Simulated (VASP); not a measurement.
Here is a VASP 6.6.1 calculation.

INCAR

```
PREC = Accurate ; ENCUT = 520
EDIFF = 1E-6 ; ISMEAR = 0
SIGMA = 0.15 ; LREAL = F
LASPH = T ; NELM = 60
ALGO = Fast ; ISIF = 2
LWAVE = F ; LCHARG = F
GGA = PS ; NBANDS = 18
```

KPOINTS

```
Automatic mesh
0
Gamma
  12 12 8
```

The input POSCAR:

```
Ag
1.0
   -1.6125573281      1.6125573281      1.6125573281
    1.6125573281     -1.6125573281      1.6125573281
    3.2251146562      3.2251146562      0.0000000000
Ag
2
Direct
    0.1039948074      0.1152498129     -0.0239737902
    0.3960051926      0.3847501871      0.5239737902
```

Potentials or basis: VASP PAW PBE potentials, release 64 (Ag).

Launch:

```console
$ cat potpaw_PBE.64/Ag/POTCAR > POTCAR
$ mpirun -np 1 vasp_std > vasp.out
```

Question: Predict the band gap on the k mesh.

Answer: Zero (bands 11 and 12 overlap by 6.46 eV).

Question: What does it give for the largest force?

Answer: 4.985 eV/Å.

Forces in eV/Å, atoms in the order of the input:
```
Ag   3.140  2.962 -2.492
Ag  -3.140 -2.962  2.492
```

Caveat: the cell differs from its parent crystal (atoms moved at random); the PAW data sets were made with another functional, which shifts forces and pressure a little.
